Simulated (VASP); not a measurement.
**BiS: single point with r2SCAN**

The system is BiS.

```
Bi S
1.0
     4.00294    0.00000    0.00000
     0.00000    4.00294    0.00000
     0.00000    0.00000    4.00294
Bi S
1 1
Direct
  0.50000 0.50000 0.50000
  0.00000 0.00000 0.00000
```

```yaml
Program: VASP 6.6.1
Task: single point
Functional: r2SCAN
Potentials_or_basis: VASP PAW PBE potentials, release 64 (Bi_d, S)
Cutoff: 550 eV
k_mesh: 7 × 7 × 7
Occupations: fermi-dirac, width 0.05 eV
Spin: no spin polarisation
```

```json
{
  "Pressure": "-11.9 GPa"
}
```

Levels at points of the mesh, in eV from the Fermi level:
```
           k point  band 6  band 7  band 8  band 9  band 10  band 11  band 12  band 13  band 14  band 15
(0.00, 0.00, 0.00)  -13.71  -10.46   -2.38   -2.38    -2.38     2.58     2.58     2.58     4.91     4.91
```

It took 2.7 min on 1 thread of AMD EPYC 7R13, on a shared host, peak memory 0.16 GiB.

Caveat: the PAW data sets were made with another functional, which shifts forces and pressure a little; spin-orbit coupling is left out, which moves the levels of the heavy elements.
